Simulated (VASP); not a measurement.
Here is a VASP 6.6.1 calculation.

The input POSCAR:

```
C
1.0
    0.0000000000      1.7298980000      1.7298980000
    1.7298980000      0.0000000000      1.7298980000
    1.7298980000      1.7298980000      0.0000000000
C
2
Direct
    0.5000000000      0.5000000000      0.5000000000
    0.7500000000      0.7500000000      0.7500000000
```

INCAR.step1

```
SYSTEM = C
PREC     = Accurate       ! precision mode
ENCUT    = 520            ! plane-wave cutoff, eV
ISMEAR   = 0              ! smearing method
SIGMA    = 0.05           ! smearing width, eV
LREAL    = .FALSE.        ! projectors in reciprocal space
LASPH    = .TRUE.         ! aspherical terms in the spheres
NELM     = 80             ! most SCF steps
NBANDS   = 11             ! bands
GGA      = PE             ! functional
ALGO     = Normal         ! electronic algorithm
EDIFF    = 1E-4           ! SCF threshold, eV
LWAVE    = .TRUE.         ! write WAVECAR
LCHARG   = .FALSE.        ! write CHGCAR
```

Contents of INCAR.step2:

```
SYSTEM = C
PREC     = Accurate       ! precision mode
ENCUT    = 520            ! plane-wave cutoff, eV
EDIFF    = 1E-7           ! SCF threshold, eV
ISMEAR   = 0              ! smearing method
SIGMA    = 0.05           ! smearing width, eV
LREAL    = .FALSE.        ! projectors in reciprocal space
LASPH    = .TRUE.         ! aspherical terms in the spheres
NELM     = 80             ! most SCF steps
ALGO     = Normal         ! electronic algorithm
ISIF     = 2              ! what is computed and relaxed
LWAVE    = .FALSE.        ! write WAVECAR
LCHARG   = .TRUE.         ! write CHGCAR
METAGGA  = R2SCAN         ! meta-GGA
LMIXTAU  = .TRUE.       
LELF     = .TRUE.         ! ELF
LVHAR    = .TRUE.       
NBANDS   = 11             ! bands
ISTART   = 1
```

KPOINTS

```
regular mesh
0
G
  12 12 12
  0 0 0
```

Potentials or basis: VASP PAW PBE potentials, release 64 (C).

Launch:

```bash
$ cat potpaw_PBE.64/C/POTCAR > POTCAR
$ cp INCAR.step1 INCAR
$ mpirun -np 1 vasp_std > vasp.out
$ cp INCAR.step2 INCAR
$ mpirun -np 1 vasp_std > vasp.out
```

**Question.** Predict the pressure.

**Answer.** 46.8 GPa.

**Question.** What does it give for the band gap on the k mesh?

**Answer.** 4.56 eV, indirect (least direct gap 6.09 eV).

Caveat: the cell differs from its parent crystal (strain -0.030 along x and y, -0.030 along z); the PAW data sets were made with another functional, which shifts forces and pressure a little. A k mesh can miss the band edges.
